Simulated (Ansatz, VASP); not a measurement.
## One calculation of LuH2, two programs

POSCAR

```
LuH2
1.0
    0.0000000000      2.5245460000      2.5245460000
    2.5245460000      0.0000000000      2.5245460000
    2.5245460000      2.5245460000      0.0000000000
Lu H
1 2
Direct
    0.0000000000      0.0000000000      0.0000000000
    0.2500000000      0.2500000000      0.2500000000
    0.7500000000      0.7500000000      0.7500000000
```

Contents of INCAR.step1:

```
SYSTEM = LuH2
PREC = Accurate ; ENCUT = 520
ISMEAR = -1 ; SIGMA = 0.1
LREAL = .FALSE. ; LASPH = .TRUE.
NELM = 80 ; NBANDS = 20
GGA = PE ; ALGO = Normal
EDIFF = 1E-4 ; LWAVE = .TRUE.
LCHARG = .FALSE.
```

Contents of INCAR.step2:

```
SYSTEM = LuH2
PREC = Accurate ; ENCUT = 520
EDIFF = 1E-6 ; ISMEAR = -1
SIGMA = 0.1 ; LREAL = .FALSE.
LASPH = .TRUE. ; NELM = 80
ALGO = Normal ; ISIF = 2
LWAVE = .FALSE. ; LCHARG = .FALSE.
METAGGA = R2SCAN ; LMIXTAU = .TRUE.
NBANDS = 20 ; ISTART = 1
```

Contents of KPOINTS:

```
regular mesh
0
G
  11 11 11
  0 0 0
```

Input for Ansatz:

```yaml
crystal:
  lattice:
    - [0.0, 2.524546, 2.524546]
    - [2.524546, 0.0, 2.524546]
    - [2.524546, 2.524546, 0.0]
  atoms:
    - { symbol: Lu, position: [0.0, 0.0, 0.0] }
    - { symbol: H, position: [0.25, 0.25, 0.25] }
    - { symbol: H, position: [0.75, 0.75, 0.75] }
  symmetry: { tolerance: 0.0003 }
kpoints:
  mp_grid: { grid: [11, 11, 11], shift: [0, 0, 0] }
  band_path:
    path:
      - [0.0, 0.0, 0.0]
      - [0.5, 0.0, 0.5]
      - [0.625, 0.25, 0.625]
      - [0.375, 0.375, 0.75]
      - [0.0, 0.0, 0.0]
      - [0.5, 0.5, 0.5]
      - [0.5, 0.25, 0.75]
      - [0.5, 0.0, 0.5]
    npoints: 8
magnetization:
  spin_polarized: false
scf:
  occupations: { method: fermi_dirac }
  lower_state_search: "off"
  max_iter: 200
hamiltonian:
  pseudopotentials: { kind: paw }
  xc: r2scan
basis:
  ecutwfc: 500
  fft_grid_basis: typed
output:
  forces: true
  stress: true
  eigenvalues: true
  bader: true
  populations: true
  elf: true
  write_potential: true
  volumetric_format: npy
  dos:
    e_range: [-12, 8]
    de: 0.05
    projected: { site_lists: { H: [H], Lu: [Lu] } }
checkpoint:
  read: saved_state
```

Alike in both runs: task single point; functional r2SCAN; k mesh 11 × 11 × 11; no spin polarisation.

```csv
,VASP,Ansatz
version,VASP 6.6.1,Ansatz 0.2.0
potentials or method,"VASP PAW PBE potentials, release 64 (Lu, H), cutoff 520 eV",PAW plane waves
occupations,"fermi-dirac, width 0.1 eV",fermi-dirac
valence electrons in the cell,27,27
```

Ansatz gave:

```
pressure (GPa) : -3.0
```

What did VASP give for the same quantities?

Pressure (GPa): -2.6.

VASP's potentials were made for PBE, not for r2SCAN.

Spin-orbit coupling is off throughout.
